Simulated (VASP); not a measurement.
# TiAl (Pm) in VASP: single point with PBEsol

Aim: the single point of TiAl with PBEsol.

Program: VASP 6.6.1. These are calculated values, not measurements. Logs are shortened: lines on timing, memory, paths and dates and some standing lists are left out, and cuts for length are marked.

### 1 The cell of the first run

It takes space group Pm (No. 6, monoclinic). The conventional cell has a = 2.867 Å, b = 4.678 Å, c = 2.867 Å, α = 90.00°, β = 120.00°, γ = 90.00°. Ti (site symmetry m) has 6 Al at 2.70 to 3.17 Å and 6 Ti at 2.87 Å within 3.6 Å. Within 3.6 Å of Al (site symmetry m) lie 6 Ti at 2.70 to 3.17 Å and 6 Al at 2.87 Å.

### 2 Single point, PBEsol (all Al atoms moved +0.500 Å, as atom 2 along Cartesian [1 -1 0])

Contents of INCAR:

```
ALGO = Fast
EDIFF = 1E-7
ENCUT = 520
GGA = PS
ISIF = 2
ISMEAR = 0
LASPH = T
LCHARG = T
LELF = T
LREAL = F
LVHAR = T
LWAVE = F
NBANDS = 14
NELM = 100
PREC = Accurate
SIGMA = 0.15
```

Contents of KPOINTS:

```
k-points
0
Gamma
  18 18 10
```

Contents of POSCAR:

```
TiAl
1.0
    2.8672622327      0.0000000000      0.0000000000
   -1.4336311163      2.4831219328      0.0000000000
    0.0000000000      0.0000000000      4.6780830000
Ti Al
1 1
Direct
    0.0000000000      0.0000000000      0.0000000000
    0.3854489870      0.5242840531      0.5000000000
```

Potentials or basis: VASP PAW PBE potentials, release 64 (Ti_sv, Al).

The run is started by

```
$ cat potpaw_PBE.64/Ti_sv/POTCAR potpaw_PBE.64/Al/POTCAR > POTCAR
$ mpirun -np 1 vasp_std > vasp.out
```

OUTCAR:

```text
EDIFF = 1E-7
   ENCUT = 520
   GGA = PS
   ISIF = 2
   ISMEAR = 0
   LASPH = T
   LREAL = F
   NELM = 100
   PREC = Accurate

 ion  position               nearest neighbor table
   1  0.000  0.000  0.000-   2 2.70   2 2.70   2 2.83   2 2.83
   2  0.385  0.524  0.500-   1 2.70   1 2.70   1 2.83   1 2.83

  LATTYP: Found a hexagonal cell.
 ALAT       =     2.8672622327
 C/A-ratio  =     1.6315504549

  Lattice vectors:

 A1 = (   2.8672622327,   0.0000000000,   0.0000000000)
 A2 = (  -1.4336311163,   2.4831219328,   0.0000000000)
 A3 = (   0.0000000000,   0.0000000000,   4.6780830000)

Analysis of symmetry for initial positions (statically):
=====================================================================
 Subroutine PRICEL returns:
 Original cell was already a primitive cell.

 Routine SETGRP: Setting up the symmetry group for a
 hexagonal supercell.

 Subroutine GETGRP returns: Found  2 space group operations
 (whereof  2 operations were pure point group operations)
 out of a pool of 24 trial point group operations.

The static configuration has the point symmetry C_1h.

Analysis of symmetry for dynamics (positions and initial velocities):
=====================================================================
 Subroutine PRICEL returns:
 Original cell was already a primitive cell.

 Routine SETGRP: Setting up the symmetry group for a
 hexagonal supercell.

 Subroutine GETGRP returns: Found  2 space group operations
 (whereof  2 operations were pure point group operations)
 out of a pool of 24 trial point group operations.

The dynamic configuration has the point symmetry C_1h.

 Subroutine INISYM returns: Found  2 space group operations
 (whereof  2 operations are pure point group operations),
 and found     1 'primitive' translations

----------------------------------------------------------------------------------------

                                     Primitive cell

  volume of cell :      33.3068

  direct lattice vectors                    reciprocal lattice vectors
     2.867262233  0.000000000  0.000000000     0.348764751  0.201359423  0.000000000
    -1.433631116  2.483121933  0.000000000     0.000000000  0.402718846  0.000000000
     0.000000000  0.000000000  4.678083000     0.000000000  0.000000000  0.213762774

  length of vectors
     2.867262233  2.867262233  4.678083000     0.402718846  0.402718846  0.213762774

  position of ions in fractional coordinates (direct lattice)
     0.000000000  0.000000000  0.000000000
     0.385448987  0.524284053  0.500000000

  ion indices of the primitive-cell ions
   primitive index   ion index
                 1           1
                 2           2

----------------------------------------------------------------------------------------

 KPOINTS: k-points

Automatic generation of k-mesh.
 Grid dimensions read from file:
 generate k-points for:   18   18   10

 Generating k-lattice:

  Cartesian coordinates                     Fractional coordinates (reciprocal lattice)
     0.019375820  0.011186635  0.000000000     0.055555556  0.000000000  0.000000000
     0.000000000  0.022373269  0.000000000     0.000000000  0.055555556  0.000000000
     0.000000000  0.000000000  0.021376277     0.000000000  0.000000000  0.100000000

  Length of vectors
     0.022373269  0.022373269  0.021376277

  Shift w.r.t. Gamma in fractional coordinates (k-lattice)
     0.000000000  0.000000000  0.000000000

 Subroutine IBZKPT returns following result:
 ===========================================

 Found    984 irreducible k-points:

 Following reciprocal coordinates:
            Coordinates               Weight
  0.000000  0.000000  0.000000      1.000000
  0.055556 -0.000000  0.000000      2.000000
  0.000000  0.055556  0.000000      2.000000
 -0.055556  0.055556  0.000000      2.000000
  0.111111 -0.000000  0.000000      2.000000
  0.000000  0.111111  0.000000      2.000000
[... 16 lines left out ...]
  0.444444 -0.000000  0.000000      2.000000
  0.000000  0.444444  0.000000      2.000000
 [... further k-points ...]
   k-points           NKPTS =    984   k-points in BZ     NKDIM =    984   number of bands    NBANDS=     14
   number of dos      NEDOS =    301   number of ions     NIONS =      2
   total plane-waves  NPLWV =  20736
   dimension x,y,z NGX =    24 NGY =   24 NGZ =   36
   dimension x,y,z NGXF=    48 NGYF=   48 NGZF=   72
   ions per type =               1   1
   NGX,Y,Z   is equivalent  to a cutoff of  13.92, 13.92, 12.79 a.u.
   NGXF,Y,Z  is equivalent  to a cutoff of  27.83, 27.83, 25.59 a.u.
 SYSTEM =  unknown system
   PREC   = accura    normal or accurate (medium, high low for compatibility)
   ISTART =      0    job   : 0-new  1-cont  2-samecut
   ICHARG =      2    charge: 1-file 2-atom 10-const
   ISPIN  =      1    spin polarized calculation?
   LNONCOLLINEAR =      F non collinear calculations
   LSORBIT =      F    spin-orbit coupling
   LASPH  =      T    aspherical Exc in radial PAW
   ENCUT  =  520.0 eV  38.22 Ry    6.18 a.u.   5.33  5.33  8.70*2*pi/ulx,y,z
   NELM   =    100;   NELMIN=  2; NELMDL= -5     # of ELM steps
   EDIFF  = 0.1E-06   stopping-criterion for ELM
   LREAL  =      F    real-space projection
   EDIFFG = 0.1E-05   stopping-criterion for IOM
   NSW    =      0    number of steps for IOM
   IBRION =     -1    ionic relax: 0-MD 1-quasi-New 2-CG
   NFREE  =      0    steps in history (QN), initial steepest desc. (CG)
   ISIF   =      2    stress and relaxation
   ISYM   =      2    0-nonsym 1-usesym 2-fastsym
   POTIM  = 0.5000    time-step for ionic-motion
   TEBEG  =    0.0;   TEEND  =   0.0 temperature during run
   PSTRESS=    0.0 pullay stress
   NELECT =      15.0000    total number of electrons
   NUPDOWN=      -1.0000    fix difference up-down
   EMIN   =  10.00;   EMAX   =-10.00  energy-range for DOS
   EFERMI =   0.00;   METHOD = LEGACY
   ISMEAR =     0;   SIGMA  =   0.15  broadening in eV -4-tet -1-fermi 0-gaus
   EFERMI_NEDOS =   21; number of points for ismear=-14 and -15
   IALGO  =     68    algorithm
   IMIX   =      4    mixing-type and parameters
     AMIX     =   0.40;   BMIX     =  1.00
     AMIX_MAG =   1.60;   BMIX_MAG =  1.00
  volume/ion in A,a.u.               =      16.65       112.38
  Fermi-wavevector in a.u.,A,eV,Ry     =   1.254857  2.371335 21.424622  1.574665
  Thomas-Fermi vector in A             =   2.388641
   LORBIT       =      0    0 simple, 1 ext, 2 COOP (PROOUT), +10 PAW based schemes
   GGA     = PS    functional components
   LHFCALC =     F    Hartree Fock is set to
   AEXX    =    0.0000 exact exchange contribution
   IVDW    =     0    specifies the selected vdW correction
   LEPSILON=     F    determine dielectric tensor
   LRPA    =     F    only Hartree local field effects (RPA)
 non-spin polarized calculation
 RMM-DIIS sequential band-by-band and
 Gauss-broadening in eV      SIGMA  =   0.15
  energy-cutoff  :      520.00
  volume of cell :       33.31
 maximum number of plane-waves:       917
 NGX is ok and might be reduce to    24
   NGX = 11   NGY = 11   NGZ = 17

 number of electron      15.0000001 magnetization

 Free energy of the ion-electron system (eV)
  ---------------------------------------------------
  ext. energy  EPLUGINS =         0.00000000
  ---------------------------------------------------
  free energy    TOTEN  =       -12.77720156 eV

  energy without entropy =      -12.75097330  energy(sigma->0) =      -12.76408743

 E-fermi :   7.7643     XC(G=0): -11.0274

 val. band max:        7.7642676226   @ k =  -0.1111   0.3333   0.1000
 cond. band min:       7.7643299955   @ k =  -0.1667   0.2222  -0.4000
 fundamental gap:      0.0000623729
 Fermi energy:         7.7643099314

 k-point     1 :       0.0000    0.0000    0.0000
  band No.  band energies     occupation
      1     -48.4994      2.00000
      2     -24.9254      2.00000
      3     -24.5175      2.00000
      4     -24.4842      2.00000
      5      -1.1511      2.00000
      6       5.4803      2.00000
      7       5.9589      2.00000
      8       9.0319      0.00000
      9       9.0896      0.00000
     10      10.4432      0.00000
     11      10.6145      0.00000
     12      11.5959      0.00000
     13      20.4831      0.00000
     14      20.6408      0.00000

 k-point     2 :       0.0556   -0.0000    0.0000
  band No.  band energies     occupation
      1     -48.4965      2.00000
      2     -24.9225      2.00000
      3     -24.5279      2.00000
      4     -24.4961      2.00000
      5      -1.0742      2.00000
      6       5.5649      2.00000
      7       5.9658      2.00000
      8       8.9929      0.00000
      9       9.1171      0.00000
     10      10.4471      0.00000
     11      10.6103      0.00000
     12      11.6139      0.00000
     13      19.3248      0.00000
     14      19.8863      0.00000

 k-point     3 :       0.0000    0.0556    0.0000
  band No.  band energies     occupation
      1     -48.4965      2.00000
      2     -24.9225      2.00000
      3     -24.5250      2.00000
      4     -24.4990      2.00000
      5      -1.0741      2.00000
      6       5.5648      2.00000
      7       5.9640      2.00000
      8       8.9968      0.00000
      9       9.1133      0.00000
     10      10.4575      0.00000
     11      10.6019      0.00000
     12      11.6157      0.00000
     13      19.2996      0.00000
     14      19.9124      0.00000
[... 324 lines left out ...]
 k-point    23 :       0.4444   -0.0000    0.0000
  band No.  band energies     occupation
      1     -48.4054      2.00000
      2     -25.0629      2.00000
      3     -24.8324      2.00000
      4     -24.6359      2.00000
      5       3.3601      2.00000
      6       5.7208      2.00000
      7       6.1441      2.00000
      8       6.8272      2.00000
      9       9.9325      0.00000
     10      11.6286      0.00000
     11      11.7082      0.00000
     12      12.0224      0.00000
     13      12.8997      0.00000
     14      16.2974      0.00000

 k-point    24 :       0.0000    0.4444    0.0000
  band No.  band energies     occupation
      1     -48.4054      2.00000
      2     -25.0576      2.00000
      3     -24.8321      2.00000
      4     -24.6420      2.00000
      5       3.3652      2.00000
      6       5.7455      2.00000
      7       6.0829      2.00000
      8       6.8104      2.00000
      9       9.9489      0.00000
     10      11.6307      0.00000
     11      11.6966      0.00000
     12      12.1467      0.00000
     13      12.9204      0.00000
     14      16.0241      0.00000

 [... further k-points ...]
[... 5 lines left out ...]
  --------------------------------------------------------------------------------------
  -------------------------------------------------------------------------------------
  Total       -1.3570214      0.3549792      0.1206161      1.0821515      0.0000000      0.0000000
  in kB      -65.2775551     17.0757628      5.8020658     52.0553366      0.0000000      0.0000000
  external PRESSURE =     -14.1332422 kB  Pullay stress =       0.0000000 kB

 VOLUME and BASIS-vectors are now :
 -----------------------------------------------------------------------------
  energy-cutoff  :      520.00
  volume of cell :       33.31
      direct lattice vectors                 reciprocal lattice vectors
     2.867262233  0.000000000  0.000000000     0.348764751  0.201359423  0.000000000
    -1.433631116  2.483121933  0.000000000     0.000000000  0.402718846  0.000000000
     0.000000000  0.000000000  4.678083000     0.000000000  0.000000000  0.213762774

 POSITION                                       TOTAL-FORCE (eV/Angst)
 -----------------------------------------------------------------------------------
      0.00000      0.00000      0.00000         0.064432     -0.604767      0.000000
      0.35355      1.30186      2.33904        -0.064432      0.604767      0.000000
 -----------------------------------------------------------------------------------
    total drift:                                0.000041      0.000010      0.000000

  FREE ENERGIE OF THE ION-ELECTRON SYSTEM (eV)
  ---------------------------------------------------
  free  energy   TOTEN  =       -12.7772015568 eV

  energy  without entropy=      -12.7509733031  energy(sigma->0) =      -12.76408743
```

Run time: 7.5 min. Hardware: 1 thread of Intel Xeon 6975P-C (Granite Rapids), shared host; peak memory 0.56 GiB.

What came out:

* Free energy: -12.7772 eV
* Pressure: -1.4 GPa
* Largest force: 0.608 eV/Å

Forces in eV/Å, atoms in the order of the input:
```
Ti   0.064 -0.605  0.000
Al  -0.064  0.605  0.000
```

Levels at points of the mesh, in eV from the Fermi level:
```
           k point  band 6  band 7  band 8  band 9  band 10  band 11
(0.00, 0.00, 0.00)   -2.28   -1.81    1.27    1.33     2.68     2.85
(0.50, 0.00, 0.00)   -2.77   -1.62   -1.01    2.15     3.97     4.01
(0.00, 0.50, 0.00)   -2.74   -1.68   -1.02    2.17     3.97     3.99
(0.50, 0.50, 0.00)   -2.89   -1.18   -0.94    2.03     3.47     3.98
(0.00, 0.00, 0.50)   -5.25   -0.49    1.30    1.34     2.62     2.78
(0.50, 0.00, 0.50)   -2.44   -1.68    0.41    0.86     1.94     3.03
(0.00, 0.50, 0.50)   -2.48   -1.62    0.33    0.87     1.95     3.07
(0.50, 0.50, 0.50)   -2.15   -2.03    0.73    1.04     1.84     2.60
```

Caveat: the cell differs from its parent crystal (all Al atoms moved +0.500 Å, as atom 2 along Cartesian [1 -1 0]); the PAW data sets were made with another functional, which shifts forces and pressure a little.
